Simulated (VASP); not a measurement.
Set up this calculation in VASP 6.6.1, as the native input.

* Task: single point
* Functional: PBEsol
* Potentials or basis: VASP PAW PBE potentials, release 64 (Rb_sv, Br)
* Cutoff: 520 eV
* k mesh: 6 × 6 × 6
* Occupations: gaussian, width 0.02 eV
* Spin: no spin polarisation
* Dipole correction: no
* Further INCAR settings: ALGO = Normal; EDIFF = 1e-07; NBANDS = 15

The structure of RbBr lies in POSCAR:

```
RbBr
1.0
    0.0000000000      3.4275000000      3.4275000000
    3.4275000000      0.0000000000      3.4275000000
    3.4275000000      3.4275000000      0.0000000000
Rb Br
1 1
Direct
    0.0000000000      0.0000000000      0.0000000000
    0.5218818381      0.4781181619      0.5218818381
```

This cell differs from its parent crystal: one atom moved.

The input as run:

INCAR

```
PREC = Accurate
ENCUT = 520
EDIFF = 1E-7
ISMEAR = 0
SIGMA = 0.02
LREAL = F
LASPH = T
NELM = 100
ALGO = Normal
ISIF = 2
LWAVE = F
LCHARG = T
GGA = PS
LELF = T
LVHAR = T
NBANDS = 15
```

KPOINTS

```
regular mesh
0
Gamma
  6 6 6
```

Potentials or basis: VASP PAW PBE potentials, release 64 (Rb_sv, Br).

Command:

```sh
$ cat potpaw_PBE.64/Rb_sv/POTCAR potpaw_PBE.64/Br/POTCAR > POTCAR
$ mpirun -np 1 vasp_std > vasp.out
```

It gave:

```
Pressure               : 0.1 GPa
Largest force          : 0.176 eV/Å
Band gap on the k mesh : 4.22 eV, direct
```

Caveat: the cell differs from its parent crystal (one atom moved); the PAW data sets were made with another functional, which shifts forces and pressure a little.

Wall time 35 s on 1 thread of Intel(R) Xeon(R) Platinum 8375C CPU @ 2.90GHz (Ice Lake) (shared host), peak memory 0.21 GiB.
